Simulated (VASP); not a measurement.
# MoS2: single point with LDA

The system is MoS2.

```
Mo S
1.0
     3.16900    0.00000    0.00000
    -1.58450    2.74443    0.00000
     0.00000    0.00000   12.32400
Mo S
2 4
Direct
  0.33333 0.66667 0.25000
  0.66667 0.33333 0.75000
  0.33333 0.66667 0.62300
  0.66667 0.33333 0.12300
  0.33333 0.66667 0.87700
  0.66667 0.33333 0.37700
```

```
Program                : VASP 6.6.1
Task                   : single point
Functional             : LDA
Potentials or basis    : VASP PAW LDA potentials, release 64 (Mo_sv, S)
Cutoff                 : 520 eV
k mesh                 : 9 × 9 × 2
Occupations            : gaussian, width 0.01 eV
Spin                   : non-collinear spin, zero start, spin-orbit coupling
Starting moments       : [[0.0, 0.0, 0.0], [0.0, 0.0, 0.0], [0.0, 0.0, 0.0], [0.0, 0.0, 0.0], [0.0, 0.0, 0.0], [0.0, 0.0, 0.0]] μB
Dipole correction      : no
Further INCAR settings : ALGO = Normal; EDIFF = 1e-06; NBANDS = 68
```

| Property | Result |
| --- | --- |
| Pressure | -5.5 GPa |
| Largest force | 0.461 eV/Å |
| Net moment | 0.00 μB per cell |
| Valence electrons inside the program's atomic spheres | Mo 12.48; S 3.69 |

Forces on the atoms (eV/Å):
```
Mo   0.000  0.000  0.000
Mo   0.000  0.000  0.000
S    0.000  0.000  0.461
S    0.000  0.000  0.461
S    0.000  0.000 -0.461
S    0.000  0.000 -0.461
```

Stress tensor (GPa, compression positive):
```
-5.67  0.00  0.00
 0.00 -5.67  0.00
 0.00  0.00 -5.26
```

Moments on the atoms (μB; x, y, z):
```
Mo  0.00 0.00 0.00
Mo  0.00 0.00 0.00
S   0.00 0.00 0.00
S   0.00 0.00 0.00
S   0.00 0.00 0.00
S   0.00 0.00 0.00
```

Run time: 3.9 min on 1 thread of AMD EPYC 9R45 96-Core Processor (Zen 5), on a shared host, peak memory 0.44 GiB.

Caveat: the cell stands under tension.
